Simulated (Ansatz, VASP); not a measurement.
AgSb: VASP beside Ansatz

Contents of INCAR:

```
ALGO = Normal
EDIFF = 1E-6
EDIFFG = -0.01
ENCUT = 600
GGA = PE
IBRION = 2
ISIF = 3
ISMEAR = 0
LASPH = T
LCHARG = F
LREAL = F
LWAVE = F
NELM = 60
NSW = 100
PREC = Accurate
SIGMA = 0.1
```

KPOINTS

```
k-points
0
Gamma
  16 16 16
```

Contents of POSCAR:

```
AgSb
1.0
    0.0000000000      3.1259619934      3.1259619934
    3.1259619934      0.0000000000      3.1259619934
    3.1259619934      3.1259619934      0.0000000000
Ag Sb
1 1
Direct
    0.0000000000      0.0000000000      0.0000000000
    0.2500000000      0.2500000000      0.2500000000
```

Input for Ansatz:

```yaml
crystal:
  lattice:
    - [0.0, 3.1259619934, 3.1259619934]
    - [3.1259619934, 0.0, 3.1259619934]
    - [3.1259619934, 3.1259619934, 0.0]
  atoms:
    - { symbol: Ag, position: [0.0, 0.0, 0.0] }
    - { symbol: Sb, position: [0.25, 0.25, 0.25] }
basis:
  ecutwfc: 420
kpoints:
  mp_grid: { grid: [16, 16, 16] }
hamiltonian:
  xc: pbe
scf:
  occupations: { method: gaussian, width: 0.1 }
output:
  forces: true
  stress: true
  eigenvalues: true
relax:
  adjacent_minimum: "off"
  f_tol: 0.01
  max_steps: 80
  cell: { stress_tol: 0.05 }
```

Alike in both runs: task relaxation of cell and atoms; functional PBE; k mesh 16 × 16 × 16; occupations gaussian, width 0.1 eV; no spin polarisation.

|  | VASP | Ansatz |
| --- | --- | --- |
| version | VASP 6.6.1 | Ansatz 0.2.0 |
| potentials or method | VASP PAW PBE potentials, release 64 (Ag, Sb), cutoff 600 eV | scalar-relativistic, plane waves, PAW |
| valence electrons in the cell | 16 | 34 |

|  | VASP | Ansatz | Ansatz less VASP |
| --- | --- | --- | --- |
| gap on the k mesh at the Fermi level, each at its own relaxed structure (eV) | none | none | - |
| relaxed volume (Å³/atom) | 30.72 | 30.78 | +0.054 |
| relaxed length of the cell vector where the two differ most in proportion (Å) | 4.429 | 4.432 | +0.0026 |

A gap of «none» marks a metal or a gap that the smearing closes. VASP's potentials hold 16 valence electrons a cell and Ansatz's 34, so a difference there can come from the potentials and not from the codes.

Spin-orbit coupling is off throughout.
